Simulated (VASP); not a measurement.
Input of a VASP 6.6.1 run:

The input INCAR:

```
SYSTEM = ScPd3
PREC = Accurate ; ENCUT = 520
EDIFF = 1E-6 ; ISMEAR = 0
SIGMA = 0.1 ; LREAL = .FALSE.
LASPH = .TRUE. ; NELM = 100
ALGO = Normal ; ISIF = 2
LWAVE = .FALSE. ; LCHARG = .FALSE.
GGA = PS ; NBANDS = 28
```

The input KPOINTS:

```
regular mesh
0
G
  10 10 10
  0 0 0
```

File POSCAR:

```
ScPd3
1.0
    3.9427511537      0.0000000000      0.0000000000
    0.0000000000      3.9427511537      0.0000000000
    0.0000000000      0.0000000000      3.9427511537
Sc Pd
1 3
Direct
    0.0000000000      0.0000000000      0.0000000000
    0.0000000000      0.5000000000      0.5000000000
    0.5000000000      0.0000000000      0.5000000000
    0.5000000000      0.5000000000      0.0000000000
```

Potentials or basis: VASP PAW PBE potentials, release 64 (Sc_sv, Pd).

The run is started by

```console
$ cat potpaw_PBE.64/Sc_sv/POTCAR potpaw_PBE.64/Pd/POTCAR > POTCAR
$ mpirun -np 1 vasp_std > vasp.out
```

**Question.** What does it give for the pressure?

**Answer.** 0.1 GPa.

Caveat: the PAW data sets were made with another functional, which shifts forces and pressure a little.
